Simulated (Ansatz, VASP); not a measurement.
**One calculation of In, two programs**

```
In
1.0
     1.63555    0.94429    8.03992
    -1.63555    0.94429    8.03992
     0.00000   -1.88857    8.03992
In
3
Direct
  0.22199 0.22199 0.22199
  0.77801 0.77801 0.77801
  0.00000 0.00000 0.00000
```

Change from the starting cell: volume scaled by 0.94.

Alike in both runs: task single point; functional PBEsol; k mesh 9 × 9 × 9; occupations fermi-dirac, width 0.05 eV; no spin polarisation.

|  | VASP | Ansatz |
| --- | --- | --- |
| version | VASP 6.6.1 | Ansatz 0.2.0 |
| potentials or method | VASP PAW PBE potentials, release 64 (In_d), cutoff 520 eV | all-electron LAPW, scalar-relativistic |

|  | VASP | Ansatz | Ansatz less VASP |
| --- | --- | --- | --- |
| gap on the k mesh at the Fermi level (eV) | none | none | - |
| pressure (GPa) | 1.6 | 1.6 | +0.04 |
| traceless stress, the component that is largest in VASP (GPa) | -0.46 | -0.46 | -0.002 |

VASP's potentials were made for PBE, not for PBEsol. A gap of «none» marks a metal or a gap that the smearing closes. Ansatz ran all-electron here, and VASP with PAW potentials.
